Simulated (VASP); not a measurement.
Crystal: Cu.

```xyz
4
Lattice="2.5804 0.0000 0.0000 -1.2902 2.2347 0.0000 0.0000 0.0000 8.4239" Properties=species:S:1:pos:R:3 pbc="T T T"
Cu    1.2902    0.7449    6.3179
Cu    0.0000    0.0000    4.2119
Cu    0.0000    1.4898    2.1060
Cu    0.0000    0.0000    0.0000
```

Base run:

```yaml
Program: VASP 6.6.1
Functional: PBE
Potentials_or_basis: VASP PAW PBE potentials, release 64 (Cu)
Cutoff: 520 eV
k_mesh: 12 × 12 × 4
Occupations: fermi-dirac, width 0.05 eV
Spin: no spin polarisation
```

Its results: band gap on the k mesh zero (band 22 reaches 10.56 eV, above the bottom of band 23 at 5.49 eV); pressure -1.4 GPa.

The run is repeated on the same cell with these changes: functional from PBE to PBEsol; further incar settings from ALGO = Normal; EDIFF = 1e-07; NBANDS = 30 to ALGO = Fast; EDIFF = 1e-07; NBANDS = 30. What comes out?

Band gap on the k mesh zero (band 22 reaches 10.35 eV, above the bottom of band 23 at 5.31 eV); pressure -9.2 GPa.

Caveats: the PAW data sets were made with another functional, which shifts forces and pressure a little (some runs).
